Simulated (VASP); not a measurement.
InAs, 2 atoms in the cell. It takes space group F-43m (No. 216, cubic). The conventional cell has a = 6.197 Å, b = 6.197 Å, c = 6.197 Å, α = 90.00°, β = 90.00°, γ = 90.00°. Within 3.5 Å of In (site symmetry -43m) lie 4 As at 2.68 Å. Within 3.5 Å of As (site symmetry -43m) lie 4 In at 2.68 Å.  This cell differs from its parent crystal: strained.

* Program: VASP 6.6.1
* Task: single point
* Functional: PBEsol
* Potentials or basis: VASP PAW PBE potentials, release 64 (In_d, As)
* Cutoff: 520 eV
* k mesh: 12 × 12 × 12
* Occupations: gaussian, width 0.1 eV
* Spin: no spin polarisation
* Dipole correction: no
* Further INCAR settings: ALGO = Normal; EDIFF = 1e-06; NBANDS = 16

Potentials or basis: VASP PAW PBE potentials, release 64 (In_d, As).

The run is started by

```bash
$ cat potpaw_PBE.64/In_d/POTCAR potpaw_PBE.64/As/POTCAR > POTCAR
$ mpirun -np 1 vasp_std > vasp.out
```

Hardware: 1 thread of Intel(R) Xeon(R) 6975P-C (Granite Rapids) (shared host).

**Question.** Estimate the wall time of this run.

**Answer.** It took 27 s on 1 thread of Intel(R) Xeon(R) 6975P-C (Granite Rapids), on a shared host, peak memory 0.24 GiB. Counts: scf iterations 12, k points 72.
